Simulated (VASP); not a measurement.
# Te (R-3m) in VASP: further runs, part 3 of 3

VASP 6.6.1. Earlier steps stand in the parts before.

## (4) Single point, PBEsol (strained)

Contents of INCAR:

```
SYSTEM = Te
ALGO = Normal ; EDIFF = 1E-6
ENCUT = 520 ; GGA = PS
ISIF = 2 ; ISMEAR = 0
LASPH = .TRUE. ; LCHARG = .FALSE.
LREAL = .FALSE. ; LWAVE = .FALSE.
NBANDS = 9 ; NELM = 80
PREC = Accurate ; SIGMA = 0.1
```

Contents of KPOINTS:

```
k-points
0
G
  15 15 15
  0 0 0
```

Contents of POSCAR:

```
Te
1.0
    2.3095707306      1.3334312830      1.7190066258
   -2.3095707306      1.3334312830      1.7190066258
    0.0000000000     -2.6668625660      1.7190066258
Te
1
Direct
    0.5000000000      0.5000000000      0.5000000000
```

Potentials or basis: VASP PAW PBE potentials, release 64 (Te).

Launch:

```sh
> cat potpaw_PBE.64/Te/POTCAR > POTCAR
> mpirun -np 1 vasp_std > vasp.out
```

OUTCAR:

```text
SYSTEM = Te
   EDIFF = 1E-6
   ENCUT = 520
   GGA = PS
   ISIF = 2
   ISMEAR = 0
   LASPH = .TRUE.
   LREAL = .FALSE.
   NELM = 80
   PREC = Accurate

 ion  position               nearest neighbor table
   1  0.500  0.500  0.500-

  LATTYP: Found a trigonal (rhomboedric) cell.
 ALAT       =     3.1728756240
 COS(alpha) =    -0.0597085379

  Lattice vectors:

 A1 = (   2.3095707306,   1.3334312830,   1.7190066258)
 A2 = (  -2.3095707306,   1.3334312830,   1.7190066258)
 A3 = (   0.0000000000,  -2.6668625660,   1.7190066258)

Analysis of symmetry for initial positions (statically):
=====================================================================
 Subroutine PRICEL returns:
 Original cell was already a primitive cell.

 Routine SETGRP: Setting up the symmetry group for a
 trigonal (rhombohedral) supercell.

 Subroutine GETGRP returns: Found 12 space group operations
 (whereof 12 operations were pure point group operations)
 out of a pool of 12 trial point group operations.

The static configuration has the point symmetry D_3d.

Analysis of symmetry for dynamics (positions and initial velocities):
=====================================================================
 Subroutine PRICEL returns:
 Original cell was already a primitive cell.

 Routine SETGRP: Setting up the symmetry group for a
 trigonal (rhombohedral) supercell.

 Subroutine GETGRP returns: Found 12 space group operations
 (whereof 12 operations were pure point group operations)
 out of a pool of 12 trial point group operations.

The dynamic configuration has the point symmetry D_3d.

 Subroutine INISYM returns: Found 12 space group operations
 (whereof 12 operations are pure point group operations),
 and found     1 'primitive' translations

----------------------------------------------------------------------------------------

                                     Primitive cell

  volume of cell :      31.7637

  direct lattice vectors                    reciprocal lattice vectors
     2.309570731  1.333431283  1.719006626     0.216490447  0.124990818  0.193910441
    -2.309570731  1.333431283  1.719006626    -0.216490447  0.124990818  0.193910441
     0.000000000 -2.666862566  1.719006626     0.000000000 -0.249981636  0.193910441

  length of vectors
     3.172875624  3.172875624  3.172875624     0.316373320  0.316373320  0.316373320

  position of ions in fractional coordinates (direct lattice)
     0.500000000  0.500000000  0.500000000

  ion indices of the primitive-cell ions
   primitive index   ion index
                 1           1

----------------------------------------------------------------------------------------

 KPOINTS: k-points

Automatic generation of k-mesh.
 Grid dimensions read from file:
 generate k-points for:   15   15   15

 Generating k-lattice:

  Cartesian coordinates                     Fractional coordinates (reciprocal lattice)
     0.014432696  0.008332721  0.012927363     0.066666667 -0.000000000  0.000000000
    -0.014432696  0.008332721  0.012927363    -0.000000000  0.066666667  0.000000000
     0.000000000 -0.016665442  0.012927363     0.000000000  0.000000000  0.066666667

  Length of vectors
     0.021091555  0.021091555  0.021091555

  Shift w.r.t. Gamma in fractional coordinates (k-lattice)
     0.000000000  0.000000000  0.000000000

 Subroutine IBZKPT returns following result:
 ===========================================

 Found    344 irreducible k-points:

 Following reciprocal coordinates:
            Coordinates               Weight
  0.000000  0.000000  0.000000      1.000000
  0.066667  0.000000  0.000000      6.000000
  0.133333  0.000000  0.000000      6.000000
  0.200000  0.000000  0.000000      6.000000
  0.266667  0.000000  0.000000      6.000000
  0.333333  0.000000  0.000000      6.000000
[... 16 lines left out ...]
  0.133333  0.133333  0.000000      6.000000
  0.200000  0.133333  0.000000     12.000000
 [... further k-points ...]
   k-points           NKPTS =    344   k-points in BZ     NKDIM =    344   number of bands    NBANDS=      9
   number of dos      NEDOS =    301   number of ions     NIONS =      1
   total plane-waves  NPLWV =  13824
   dimension x,y,z NGX =    24 NGY =   24 NGZ =   24
   dimension x,y,z NGXF=    48 NGYF=   48 NGZF=   48
   ions per type =               1
   NGX,Y,Z   is equivalent  to a cutoff of  12.58, 12.58, 12.58 a.u.
   NGXF,Y,Z  is equivalent  to a cutoff of  25.15, 25.15, 25.15 a.u.
 SYSTEM =  Te
   PREC   = accura    normal or accurate (medium, high low for compatibility)
   ISTART =      0    job   : 0-new  1-cont  2-samecut
   ICHARG =      2    charge: 1-file 2-atom 10-const
   ISPIN  =      1    spin polarized calculation?
   LNONCOLLINEAR =      F non collinear calculations
   LSORBIT =      F    spin-orbit coupling
   LASPH  =      T    aspherical Exc in radial PAW
   ENCUT  =  520.0 eV  38.22 Ry    6.18 a.u.   5.90  5.90  5.90*2*pi/ulx,y,z
   NELM   =     80;   NELMIN=  2; NELMDL= -5     # of ELM steps
   EDIFF  = 0.1E-05   stopping-criterion for ELM
   LREAL  =      F    real-space projection
   EDIFFG = 0.1E-04   stopping-criterion for IOM
   NSW    =      0    number of steps for IOM
   IBRION =     -1    ionic relax: 0-MD 1-quasi-New 2-CG
   NFREE  =      0    steps in history (QN), initial steepest desc. (CG)
   ISIF   =      2    stress and relaxation
   ISYM   =      2    0-nonsym 1-usesym 2-fastsym
   POTIM  = 0.5000    time-step for ionic-motion
   TEBEG  =    0.0;   TEEND  =   0.0 temperature during run
   PSTRESS=    0.0 pullay stress
   NELECT =       6.0000    total number of electrons
   NUPDOWN=      -1.0000    fix difference up-down
   EMIN   =  10.00;   EMAX   =-10.00  energy-range for DOS
   EFERMI =   0.00;   METHOD = LEGACY
   ISMEAR =     0;   SIGMA  =   0.10  broadening in eV -4-tet -1-fermi 0-gaus
   EFERMI_NEDOS =   21; number of points for ismear=-14 and -15
   IALGO  =     38    algorithm
   IMIX   =      4    mixing-type and parameters
     AMIX     =   0.40;   BMIX     =  1.00
     AMIX_MAG =   1.60;   BMIX_MAG =  1.00
  volume/ion in A,a.u.               =      31.76       214.35
  Fermi-wavevector in a.u.,A,eV,Ry     =   0.939323  1.775063 12.004800  0.882328
  Thomas-Fermi vector in A             =   2.066624
   LORBIT       =      0    0 simple, 1 ext, 2 COOP (PROOUT), +10 PAW based schemes
   GGA     = PS    functional components
   LHFCALC =     F    Hartree Fock is set to
   AEXX    =    0.0000 exact exchange contribution
   IVDW    =     0    specifies the selected vdW correction
   LEPSILON=     F    determine dielectric tensor
   LRPA    =     F    only Hartree local field effects (RPA)
 non-spin polarized calculation
 Gauss-broadening in eV      SIGMA  =   0.10
  energy-cutoff  :      520.00
  volume of cell :       31.76
 maximum number of plane-waves:       873
   NGX = 11   NGY = 11   NGZ = 11

 number of electron       5.9999999 magnetization

 Free energy of the ion-electron system (eV)
  ---------------------------------------------------
  ext. energy  EPLUGINS =         0.00000000
  ---------------------------------------------------
  free energy    TOTEN  =        -3.50838333 eV

  energy without entropy =       -3.50610563  energy(sigma->0) =       -3.50724448

 E-fermi :   6.6291     XC(G=0):  -9.5622

 val. band max:        6.6196867708   @ k =  -0.2667   0.4000   0.2000
 cond. band min:       6.6308851391   @ k =   0.4000   0.3333   0.2000
 fundamental gap:      0.0111983683
 Fermi energy:         6.6291338254

 k-point     1 :       0.0000    0.0000    0.0000
  band No.  band energies     occupation
      1      -7.1539      2.00000
      2       7.6605      0.00000
      3       8.0617      0.00000
      4       8.0617      0.00000
      5      12.7469      0.00000
      6      12.7469      0.00000
      7      13.1397      0.00000
      8      23.6102      0.00000
      9      23.6198      0.00000

 k-point     2 :       0.0667    0.0000    0.0000
  band No.  band energies     occupation
      1      -7.0994      2.00000
      2       7.2265      0.00000
      3       7.8904      0.00000
      4       8.1080      0.00000
      5      12.7984      0.00000
      6      13.0186      0.00000
      7      13.6840      0.00000
      8      22.3710      0.00000
      9      22.4735      0.00000
[... 253 lines left out ...]
 k-point    24 :       0.2000    0.1333    0.0000
  band No.  band energies     occupation
      1      -6.4366      2.00000
      2       4.5622      2.00000
      3       6.1792      2.00000
      4       8.5085      0.00000
      5      13.6315      0.00000
      6      15.8735      0.00000
      7      17.3819      0.00000
      8      19.3543      0.00000
      9      20.2127      0.00000

 [... further k-points ...]
[... 5 lines left out ...]
  --------------------------------------------------------------------------------------
  -------------------------------------------------------------------------------------
  Total       -0.2857143     -0.2857143     -0.1984869      0.0000000      0.0000000      0.0000000
  in kB      -14.4115906    -14.4115906    -10.0117892      0.0000000      0.0000000      0.0000000
  external PRESSURE =     -12.9449901 kB  Pullay stress =       0.0000000 kB

 VOLUME and BASIS-vectors are now :
 -----------------------------------------------------------------------------
  energy-cutoff  :      520.00
  volume of cell :       31.76
      direct lattice vectors                 reciprocal lattice vectors
     2.309570731  1.333431283  1.719006626     0.216490447  0.124990818  0.193910441
    -2.309570731  1.333431283  1.719006626    -0.216490447  0.124990818  0.193910441
     0.000000000 -2.666862566  1.719006626     0.000000000 -0.249981636  0.193910441

 POSITION                                       TOTAL-FORCE (eV/Angst)
 -----------------------------------------------------------------------------------
      0.00000      0.00000      2.57851         0.000000     -0.000000      0.000000
 -----------------------------------------------------------------------------------
    total drift:                                0.000000      0.000000     -0.000000

  FREE ENERGIE OF THE ION-ELECTRON SYSTEM (eV)
  ---------------------------------------------------
  free  energy   TOTEN  =        -3.5083833286 eV

  energy  without entropy=       -3.5061056342  energy(sigma->0) =       -3.50724448
```

Run time: 30 s. Hardware: 1 thread of Intel Xeon 8259CL, shared host; peak memory 0.21 GiB.

Results:

- Free energy: -3.5084 eV
- Pressure: -1.3 GPa
- Band gap on the k mesh: zero (bands 3 and 4 overlap by 4.93 eV)

Stress tensor (GPa, compression positive):
```
-1.44  0.00  0.00
 0.00 -1.44  0.00
 0.00  0.00 -1.00
```

Caveat: the cell differs from its parent crystal (strained); the PAW data sets were made with another functional, which shifts forces and pressure a little; spin-orbit coupling is left out, which moves the levels of the heavy elements.

## (5) Overview

```tsv
cell	gap on the mesh (eV)	pressure (GPa)
a = 3.049 Å, angles 95.0°, 1 atom	none	7.2
a = 3.182 Å, angles 96.0°, 1 atom	none	-1.8
a = 3.173 Å, angles 93.4°, 1 atom	none	-1.3
```

Alike in all rows: task single point; level PBEsol; potentials or basis VASP PAW PBE potentials, release 64 (Te); no spin polarisation; k mesh 15 × 15 × 15; cutoff (eV) 520; smearing gaussian 0.1 eV.

Caveats: the PAW data sets were made with another functional, which shifts forces and pressure a little; spin-orbit coupling is left out, which moves the levels of the heavy elements; the cell stands under pressure (at least some runs).

Absolute energies hang on the potentials; compare differences alone.
